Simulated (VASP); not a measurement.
# MgS (Fm-3m) in VASP: a series of runs

MgS is run at these levels: PBE; tasks: single point, relaxation of cell and atoms.

Program: VASP 6.6.1. These are calculated values, not measurements. Logs are shortened: lines on timing, memory, paths and dates and some standing lists are left out, and cuts for length are marked.

## 1. The cell of the first run

It takes space group Fm-3m (No. 225, cubic). Conventional cell: a = 5.230 Å, b = 5.230 Å, c = 5.230 Å, α = 90.00°, β = 90.00°, γ = 90.00°. Within 3.4 Å of Mg (site symmetry m-3m) lie 6 S at 2.61 Å. Within 3.4 Å of S (site symmetry m-3m) lie 6 Mg at 2.61 Å.

## 2. Single point, PBE

INCAR

```
SYSTEM = MgS
  PREC = Accurate
  ENCUT = 520
  EDIFF = 1E-6
  ISMEAR = 0
  SIGMA = 0.02
  LREAL = .FALSE.
  LASPH = .TRUE.
  NELM = 100
  ALGO = Normal
  ISIF = 2
  LWAVE = .FALSE.
  LCHARG = .FALSE.
  GGA = PE
  NBANDS = 11
```

KPOINTS

```
Automatic mesh
0
G
  8 8 8
  0 0 0
```

POSCAR

```
MgS
1.0
    0.0000000000      2.6148576583      2.6148576583
    2.6148576583      0.0000000000      2.6148576583
    2.6148576583      2.6148576583      0.0000000000
Mg S
1 1
Direct
    0.0000000000      0.0000000000      0.0000000000
    0.5000000000      0.5000000000      0.5000000000
```

Potentials or basis: VASP PAW PBE potentials, release 64 (Mg, S).

Run with:

```bash
$ cat potpaw_PBE.64/Mg/POTCAR potpaw_PBE.64/S/POTCAR > POTCAR
$ mpirun -np 1 vasp_std > vasp.out
```

OUTCAR:

```text
SYSTEM = MgS
   PREC = Accurate
   ENCUT = 520
   EDIFF = 1E-6
   ISMEAR = 0
   LREAL = .FALSE.
   LASPH = .TRUE.
   NELM = 100
   ISIF = 2
   GGA = PE

 ion  position               nearest neighbor table
   1  0.000  0.000  0.000-   2 2.61   2 2.61   2 2.61   2 2.61   2 2.61   2 2.61
   2  0.500  0.500  0.500-   1 2.61   1 2.61   1 2.61   1 2.61   1 2.61   1 2.61

  LATTYP: Found a face centered cubic cell.
 ALAT       =     5.2297153166

  Lattice vectors:

 A1 = (   0.0000000000,   2.6148576583,   2.6148576583)
 A2 = (   2.6148576583,   0.0000000000,   2.6148576583)
 A3 = (   2.6148576583,   2.6148576583,   0.0000000000)

Analysis of symmetry for initial positions (statically):
=====================================================================
 Subroutine PRICEL returns:
 Original cell was already a primitive cell.

 Routine SETGRP: Setting up the symmetry group for a
 face centered cubic supercell.

 Subroutine GETGRP returns: Found 48 space group operations
[... 9 lines left out ...]

 Routine SETGRP: Setting up the symmetry group for a
 face centered cubic supercell.

 Subroutine GETGRP returns: Found 48 space group operations
[... 11 lines left out ...]
                                     Primitive cell

  volume of cell :      35.7581

  direct lattice vectors                    reciprocal lattice vectors
     0.000000000  2.614857658  2.614857658    -0.191214997  0.191214997  0.191214997
     2.614857658  0.000000000  2.614857658     0.191214997 -0.191214997  0.191214997
     2.614857658  2.614857658  0.000000000     0.191214997  0.191214997 -0.191214997

  length of vectors
     3.697967164  3.697967164  3.697967164     0.331194090  0.331194090  0.331194090

  position of ions in fractional coordinates (direct lattice)
     0.000000000  0.000000000  0.000000000
     0.500000000  0.500000000  0.500000000

  ion indices of the primitive-cell ions
   primitive index   ion index
                 1           1
                 2           2

----------------------------------------------------------------------------------------

 KPOINTS: Automatic mesh

Automatic generation of k-mesh.
 Grid dimensions read from file:
 generate k-points for:    8    8    8

 Generating k-lattice:

  Cartesian coordinates                     Fractional coordinates (reciprocal lattice)
    -0.023901875  0.023901875  0.023901875     0.125000000  0.000000000  0.000000000
     0.023901875 -0.023901875  0.023901875     0.000000000  0.125000000  0.000000000
     0.023901875  0.023901875 -0.023901875     0.000000000  0.000000000  0.125000000

  Length of vectors
     0.041399261  0.041399261  0.041399261

  Shift w.r.t. Gamma in fractional coordinates (k-lattice)
     0.000000000  0.000000000  0.000000000

 Subroutine IBZKPT returns following result:
 ===========================================

 Found     29 irreducible k-points:

 Following reciprocal coordinates:
            Coordinates               Weight
  0.000000  0.000000  0.000000      1.000000
  0.125000  0.000000  0.000000      8.000000
  0.250000  0.000000  0.000000      8.000000
  0.375000  0.000000  0.000000      8.000000
  0.500000  0.000000  0.000000      4.000000
  0.125000  0.125000  0.000000      6.000000
[... 16 lines left out ...]
  0.500000  0.250000  0.125000     48.000000
 -0.375000  0.250000  0.125000     24.000000
 [... further k-points ...]
   k-points           NKPTS =     29   k-points in BZ     NKDIM =     29   number of bands    NBANDS=     11
   number of dos      NEDOS =    301   number of ions     NIONS =      2
   total plane-waves  NPLWV =  21952
   dimension x,y,z NGX =    28 NGY =   28 NGZ =   28
   dimension x,y,z NGXF=    56 NGYF=   56 NGZF=   56
   ions per type =               1   1
   NGX,Y,Z   is equivalent  to a cutoff of  12.59, 12.59, 12.59 a.u.
   NGXF,Y,Z  is equivalent  to a cutoff of  25.18, 25.18, 25.18 a.u.
 SYSTEM =  MgS
   PREC   = accura    normal or accurate (medium, high low for compatibility)
   ISTART =      0    job   : 0-new  1-cont  2-samecut
   ICHARG =      2    charge: 1-file 2-atom 10-const
   ISPIN  =      1    spin polarized calculation?
   LNONCOLLINEAR =      F non collinear calculations
   LSORBIT =      F    spin-orbit coupling
   LASPH  =      T    aspherical Exc in radial PAW
   ENCUT  =  520.0 eV  38.22 Ry    6.18 a.u.   6.88  6.88  6.88*2*pi/ulx,y,z
   NELM   =    100;   NELMIN=  2; NELMDL= -5     # of ELM steps
   EDIFF  = 0.1E-05   stopping-criterion for ELM
   LREAL  =      F    real-space projection
   EDIFFG = 0.1E-04   stopping-criterion for IOM
   NSW    =      0    number of steps for IOM
   IBRION =     -1    ionic relax: 0-MD 1-quasi-New 2-CG
   NFREE  =      0    steps in history (QN), initial steepest desc. (CG)
   ISIF   =      2    stress and relaxation
   ISYM   =      2    0-nonsym 1-usesym 2-fastsym
   POTIM  = 0.5000    time-step for ionic-motion
   TEBEG  =    0.0;   TEEND  =   0.0 temperature during run
[... 112 lines left out ...]
     10      17.9185      0.00000
     11      17.9185      0.00000

 k-point     6 :       0.1250    0.1250    0.0000
  band No.  band energies     occupation
      1      -8.7948      2.00000
      2       2.5896      2.00000
      3       3.2746      2.00000
      4       3.2746      2.00000
      5       8.3232      0.00000
      6      10.6087      0.00000
      7      12.0848      0.00000
      8      12.2059      0.00000
      9      12.2059      0.00000
     10      14.1820      0.00000
     11      17.1939      0.00000

 k-point     7 :       0.2500    0.1250    0.0000
  band No.  band energies     occupation
      1      -8.4816      2.00000
      2       1.3016      2.00000
      3       2.9962      2.00000
      4       3.0505      2.00000
      5       9.0005      0.00000
      6      10.4048      0.00000
      7      10.9812      0.00000
      8      12.3633      0.00000
      9      13.3345      0.00000
     10      14.6017      0.00000
     11      16.8057      0.00000

 k-point     8 :       0.3750    0.1250    0.0000
  band No.  band energies     occupation
      1      -8.0206      2.00000
      2      -0.1037      2.00000
      3       2.7041      2.00000
      4       2.8202      2.00000
      5       8.8355      0.00000
      6      10.1808      0.00000
      7      11.6286      0.00000
      8      11.8427      0.00000
      9      14.8699      0.00000
     10      16.3523      0.00000
     11      16.4793      0.00000
[... 141 lines left out ...]
 k-point    19 :       0.5000    0.3750    0.0000
  band No.  band energies     occupation
      1      -7.4274      2.00000
      2      -0.3251      2.00000
      3       1.4857      2.00000
      4       2.0711      2.00000
      5       6.9234      0.00000
      6       8.7233      0.00000
      7      14.2461      0.00000
      8      14.4993      0.00000
      9      16.3715      0.00000
     10      18.1397      0.00000
     11      19.3209      0.00000

 k-point    20 :      -0.3750    0.3750    0.0000
  band No.  band energies     occupation
      1      -7.3655      2.00000
      2      -0.0301      2.00000
      3       0.4657      2.00000
      4       2.2598      2.00000
      5       7.4752      0.00000
      6      10.2753      0.00000
      7      13.2282      0.00000
      8      13.5957      0.00000
      9      15.3392      0.00000
     10      17.0794      0.00000
     11      20.5579      0.00000

 k-point    21 :       0.5000    0.5000    0.0000
  band No.  band energies     occupation
      1      -7.3643      2.00000
      2      -0.5228      2.00000
      3       1.9425      2.00000
      4       1.9425      2.00000
      5       6.3331      0.00000
      6       8.0317      0.00000
      7      15.4455      0.00000
      8      16.3665      0.00000
      9      16.8063      0.00000
     10      16.8063      0.00000
     11      19.3633      0.00000

 k-point    22 :       0.3750    0.2500    0.1250
  band No.  band energies     occupation
      1      -8.1348      2.00000
      2       0.5624      2.00000
      3       2.1711      2.00000
      4       2.9343      2.00000
      5       9.3143      0.00000
      6      10.0957      0.00000
      7      10.6302      0.00000
      8      12.7197      0.00000
      9      13.6854      0.00000
     10      16.4933      0.00000
     11      18.3503      0.00000

 k-point    23 :       0.5000    0.2500    0.1250
  band No.  band energies     occupation
      1      -7.7277      2.00000
      2      -0.2569      2.00000
      3       1.6430      2.00000
      4       2.6279      2.00000
      5       9.1667      0.00000
      6       9.9510      0.00000
      7      11.3687      0.00000
      8      12.5154      0.00000
      9      15.1764      0.00000
     10      17.7610      0.00000
     11      18.3775      0.00000

 k-point    24 :      -0.3750    0.2500    0.1250
  band No.  band energies     occupation
      1      -7.5339      2.00000
      2      -0.6378      2.00000
      3       1.5015      2.00000
      4       2.4696      2.00000
      5       9.1235      0.00000
      6       9.6682      0.00000
      7      11.9597      0.00000
      8      12.9361      0.00000
      9      15.7900      0.00000
     10      16.7597      0.00000
     11      19.0580      0.00000

 [... further k-points ...]
[... 5 lines left out ...]
  --------------------------------------------------------------------------------------
  -------------------------------------------------------------------------------------
  Total       -0.0654474     -0.0654474     -0.0654474     -0.0000000     -0.0000000     -0.0000000
  in kB       -2.9324385     -2.9324385     -2.9324385     -0.0000000     -0.0000000     -0.0000000
  external PRESSURE =      -2.9324385 kB  Pullay stress =       0.0000000 kB

 VOLUME and BASIS-vectors are now :
 -----------------------------------------------------------------------------
  energy-cutoff  :      520.00
  volume of cell :       35.76
      direct lattice vectors                 reciprocal lattice vectors
     0.000000000  2.614857658  2.614857658    -0.191214997  0.191214997  0.191214997
     2.614857658  0.000000000  2.614857658     0.191214997 -0.191214997  0.191214997
     2.614857658  2.614857658  0.000000000     0.191214997  0.191214997 -0.191214997

 POSITION                                       TOTAL-FORCE (eV/Angst)
 -----------------------------------------------------------------------------------
      0.00000      0.00000      0.00000         0.000000     -0.000000      0.000000
      2.61486      2.61486      2.61486        -0.000000      0.000000     -0.000000
 -----------------------------------------------------------------------------------
    total drift:                                0.000000      0.000000      0.000000

  FREE ENERGIE OF THE ION-ELECTRON SYSTEM (eV)
  ---------------------------------------------------
  free  energy   TOTEN  =        -8.5029213339 eV

  energy  without entropy=       -8.5029213339  energy(sigma->0) =       -8.50292133
```

It took 4.9 s on 1 thread of AMD EPYC 9R45 (Zen 5), shared host; peak memory 0.13 GiB.

Results:

- Free energy: -8.5029 eV
- Pressure: -0.3 GPa
- Band gap on the k mesh: 2.74 eV, indirect (least direct gap 3.59 eV)

A k mesh can miss the band edges. As with any semilocal functional, this PBE gap is likely too small.

## 3. Relaxation of cell and atoms, PBE

This run uses another cell than the first one, of 17.61 Å³/atom, 0.985 times its volume.

INCAR

```
PREC     = Accurate       # precision mode
ENCUT    = 600            # plane-wave cutoff, eV
EDIFF    = 1E-6           # SCF threshold, eV
ISMEAR   = 0              # smearing method
SIGMA    = 0.02           # smearing width, eV
LREAL    = F              # projectors in reciprocal space
LASPH    = T              # aspherical terms in the spheres
NELM     = 100            # most SCF steps
ALGO     = Normal         # electronic algorithm
ISIF     = 3              # what is computed and relaxed
LWAVE    = F              # write WAVECAR
LCHARG   = F              # write CHGCAR
GGA      = PE             # functional
IBRION   = 2              # ionic algorithm
NSW      = 100            # ionic steps
EDIFFG   = -0.005         # ionic threshold
```

KPOINTS

```
Automatic mesh
0
Gamma
  8 8 8
```

POSCAR

```
MgS
1.0
    0.0000000000      2.6016500000      2.6016500000
    2.6016500000      0.0000000000      2.6016500000
    2.6016500000      2.6016500000      0.0000000000
Mg S
1 1
Direct
    0.0000000000      0.0000000000      0.0000000000
    0.5000000000      0.5000000000      0.5000000000
```

Potentials or basis: VASP PAW PBE potentials, release 64 (Mg, S).

Run with:

```bash
$ cat potpaw_PBE.64/Mg/POTCAR potpaw_PBE.64/S/POTCAR > POTCAR
$ mpirun -np 1 vasp_std > vasp.out
```

Wall time 9.1 s (1 thread of AMD EPYC 9R45 (Zen 5), shared host); peak memory 0.14 GiB.

Results (log left out):

* Free energy: -8.5034 eV
* Relaxed volume: 17.81 Å³/atom
* Relaxed cell: a = 3.693 Å, b = 3.693 Å, c = 3.693 Å, α = 60.00°, β = 60.00°, γ = 60.00°
* Space group after relaxing (to 0.05 Å): Fm-3m (No. 225)
* Energy gained by relaxing: 0.6 meV/atom
* Ionic steps: 3
* Pressure after relaxing: 0.0 GPa
* Band gap on the k mesh: 2.75 eV, indirect (least direct gap 3.62 eV)

The path:
```csv
step,energy change (eV),largest force (eV/Å),pressure (GPa),volume (Å³)
1,0.0000,0.0000,0.89,35.22
2,-0.0011,0.0000,-0.19,35.72
3,-0.0011,0.0000,0.00,35.63
```

Final structure:
```
Mg S
1.0
     0.00000    2.61167    2.61167
     2.61167    0.00000    2.61167
     2.61167    2.61167    0.00000
Mg S
1 1
Direct
  0.00000 0.00000 0.00000
  0.50000 0.50000 0.50000
```

Levels at points of the mesh, in eV from the valence-band top:
| k point | band 1 | band 2 | band 3 | band 4 | band 5 | band 6 | band 7 | band 8 |
| --- | --- | --- | --- | --- | --- | --- | --- | --- |
| (0.00, 0.00, 0.00) | -12.60 | 0.00 | 0.00 | 0.00 | 3.62 | 7.96 | 7.96 | 7.96 |
| (0.50, 0.00, 0.00) | -11.33 | -4.77 | -0.58 | -0.58 | 4.53 | 6.89 | 6.89 | 9.99 |
| (0.50, 0.50, 0.00) | -10.96 | -4.13 | -1.66 | -1.66 | 2.75 | 4.43 | 11.89 | 12.79 |

A k mesh can miss the band edges. Expect the measured gap to be larger: semilocal functionals such as PBE lack the derivative discontinuity.

## 4. Relaxation of cell and atoms, PBE, target pressure 12 GPa, at which the enthalpy is minimised

INCAR

```
ALGO = Normal
EDIFF = 1E-6
EDIFFG = -0.001
ENCUT = 600
GGA = PE
IBRION = 2
ISIF = 3
ISMEAR = 0
LASPH = True
LCHARG = False
LREAL = False
LWAVE = False
NELM = 80
NSW = 80
PREC = Accurate
PSTRESS = 120.0
SIGMA = 0.01
```

KPOINTS

```
k-points
0
Gamma
  8 8 8
```

POSCAR

```
MgS
1.0
    0.0000000000      2.6148576583      2.6148576583
    2.6148576583      0.0000000000      2.6148576583
    2.6148576583      2.6148576583      0.0000000000
Mg S
1 1
Direct
    0.0000000000      0.0000000000      0.0000000000
    0.5000000000      0.5000000000      0.5000000000
```

Run with:

```bash
$ cat potpaw_PBE.64/Mg/POTCAR potpaw_PBE.64/S/POTCAR > POTCAR
$ mpirun -np 1 vasp_std > vasp.out
```

Run time: 17 s. Hardware: 1 thread of AMD EPYC 9R45 (Zen 5), shared host; peak memory 0.15 GiB.

It converged, with:

| Property | Result |
| --- | --- |
| Free energy | -8.3630 eV |
| Relaxed volume | 15.73 Å³/atom |
| Relaxed cell | a = 3.544 Å, b = 3.544 Å, c = 3.544 Å, α = 60.00°, β = 60.00°, γ = 60.00° |
| Space group after relaxing (to 0.05 Å) | Fm-3m (No. 225) |
| Energy change on relaxing (the enthalpy is what falls) | +70.1 meV/atom |
| Ionic steps | 6 |
| Pressure after relaxing | 12.0 GPa |
| Band gap on the k mesh | 3.01 eV, indirect (least direct gap 4.67 eV) |

Step by step:
```csv
step,energy change (eV),largest force (eV/Å),pressure (GPa),volume (Å³)
1,0.0000,0.0000,-0.26,35.76
2,0.3880,0.0000,22.73,29.13
3,0.1388,0.0000,11.91,31.48
4,0.1449,0.0000,12.24,31.40
5,0.1376,0.0000,11.87,31.50
6,0.1402,0.0000,12.00,31.46
```

Final structure:
```
Mg S
1.0
     0.00000    2.50564    2.50564
     2.50564    0.00000    2.50564
     2.50564    2.50564    0.00000
Mg S
1 1
Direct
  0.00000 0.00000 0.00000
  0.50000 0.50000 0.50000
```

Levels at points of the mesh, in eV from the valence-band top:
```
           k point  band 2  band 3  band 4  band 5  band 6  band 7
(0.00, 0.00, 0.00)    0.00    0.00    0.00    4.67    7.85    7.85
(0.50, 0.00, 0.00)   -5.46   -0.73   -0.73    4.70    7.02    7.02
(0.50, 0.50, 0.00)   -4.82   -1.95   -1.95    3.01    4.01   13.13
```

Caveat: the cell is relaxed towards a set pressure, so the enthalpy falls and the energy may rise. A hybrid or GW would open this gap; PBE tends to underestimate it.

## 5. Single point, PBE

This run uses another cell than the first one: it holds 4 atoms, not 2.

INCAR

```
ALGO = Normal
EDIFF = 1E-7
ENCUT = 520
GGA = PE
ISIF = 2
ISMEAR = 0
LASPH = True
LCHARG = True
LELF = True
LREAL = False
LVHAR = True
LWAVE = False
NBANDS = 16
NELM = 100
PREC = Accurate
SIGMA = 0.05
```

KPOINTS

```
k-points
0
Gamma
  6 6 8
```

POSCAR

```
MgS
1.0
    3.6979671634      0.0000000000      0.0000000000
    0.0000000000      3.6979671634      0.0000000000
    0.0000000000      0.0000000000      5.2297153157
Mg S
2 2
Direct
    0.0000000000      0.0000000000      0.0000000000
    0.5000000000      0.5000000000      0.5000000000
    0.0000000000      0.0000000000      0.5000000000
    0.5000000000      0.5000000000      0.0000000000
```

Run with:

```bash
$ cat potpaw_PBE.64/Mg/POTCAR potpaw_PBE.64/S/POTCAR > POTCAR
$ mpirun -np 1 vasp_std > vasp.out
```

It took 43 s on 1 thread of Intel Xeon Platinum 8259CL at 2.50GHz (Skylake/Cascade Lake), shared host; peak memory 0.2 GiB.

It converged, with:

```yaml
Free_energy: -17.0045 eV
Pressure: -0.3 GPa
Band_gap_on_the_k_mesh: 2.74 eV
```

Levels at points of the mesh, in eV from the valence-band top:
```csv
k point,band 6,band 7,band 8,band 9,band 10,band 11
"(0.00, 0.00, 0.00)",0.00,0.00,0.00,2.74,3.59,4.44
"(0.50, 0.00, 0.00)",-2.28,-0.61,-0.61,5.66,5.66,7.47
"(0.50, 0.50, 0.00)",-1.65,-1.65,-1.65,2.74,2.74,4.44
"(0.00, 0.00, 0.50)",-0.95,-0.95,-0.95,4.94,4.94,5.66
"(0.50, 0.00, 0.50)",-0.57,-0.57,-0.57,4.53,4.53,6.89
"(0.50, 0.50, 0.50)",-3.16,-2.32,-2.32,5.19,5.19,7.93
```

## 6. Single point, PBE (strained)

INCAR

```
PREC = Accurate
ENCUT = 520
EDIFF = 1E-6
ISMEAR = 0
SIGMA = 0.02
LREAL = F
LASPH = T
NELM = 100
ALGO = Normal
ISIF = 2
LWAVE = F
LCHARG = F
GGA = PE
NBANDS = 11
```

KPOINTS

```
regular mesh
0
Gamma
  8 8 8
```

POSCAR

```
MgS
1.0
    0.0000000000      2.5422283140      2.5422283140
    2.5422283140      0.0000000000      2.5422283140
    2.5422283140      2.5422283140      0.0000000000
Mg S
1 1
Direct
    0.0000000000      0.0000000000      0.0000000000
    0.5000000000      0.5000000000      0.5000000000
```

Potentials or basis: VASP PAW PBE potentials, release 64 (Mg, S).

Run with:

```bash
$ cat potpaw_PBE.64/Mg/POTCAR potpaw_PBE.64/S/POTCAR > POTCAR
$ mpirun -np 1 vasp_std > vasp.out
```

Wall time 6.3 s (1 thread of Intel Xeon 6975P-C, shared host); peak memory 0.16 GiB.

Results (log left out):

```yaml
Free_energy: -8.4453 eV
Pressure: 7.1 GPa
Band_gap_on_the_k_mesh: 2.92 eV, indirect (least direct gap 4.28 eV)
```

Levels at points of the mesh, in eV from the valence-band top:
```
           k point  band 1  band 2  band 3  band 4  band 5  band 6  band 7  band 8
(0.00, 0.00, 0.00)  -13.08    0.00    0.00    0.00    4.28    7.90    7.90    7.90
(0.50, 0.00, 0.00)  -11.59   -5.21   -0.67   -0.67    4.64    6.98    6.98   10.88
(0.50, 0.50, 0.00)  -11.16   -4.57   -1.84   -1.84    2.92    4.17   12.71   13.02
```

Caveat: the cell differs from its parent crystal (strained). A k mesh can miss the band edges.

## 7. Summary

| task | cell | k mesh | cutoff (eV) | smearing | gap on the mesh (eV) | pressure (GPa) |
| --- | --- | --- | --- | --- | --- | --- |
| single point | a = 3.698 Å, angles 60.0°, 2 atoms | 8 × 8 × 8 | 520 | gaussian 0.02 eV | 2.74 | -0.3 |
| relaxation of cell and atoms | relaxed from a = 3.679 Å, angles 60.0°, 2 atoms | 8 × 8 × 8 | 600 | gaussian 0.02 eV | 2.75 | 0.0 |
| relaxation of cell and atoms | relaxed to 12 GPa from a = 3.698 Å, angles 60.0°, 2 atoms | 8 × 8 × 8 | 600 | gaussian 0.01 eV | 3.01 | 12.0 |
| single point | a = 3.698, b = 3.698, c = 5.230 Å, 4 atoms | 6 × 6 × 8 | 520 | gaussian 0.05 eV | 2.74 | -0.3 |
| single point | a = 3.595 Å, angles 60.0°, 2 atoms | 8 × 8 × 8 | 520 | gaussian 0.02 eV | 2.92 | 7.1 |

Alike in all rows: level PBE; potentials or basis VASP PAW PBE potentials, release 64 (Mg, S); no spin polarisation.

Caveats: the cell is relaxed towards a set pressure, so the enthalpy falls and the energy may rise (some runs).

Total energies depend on the potentials used, so only differences within one code and one set of settings carry meaning.
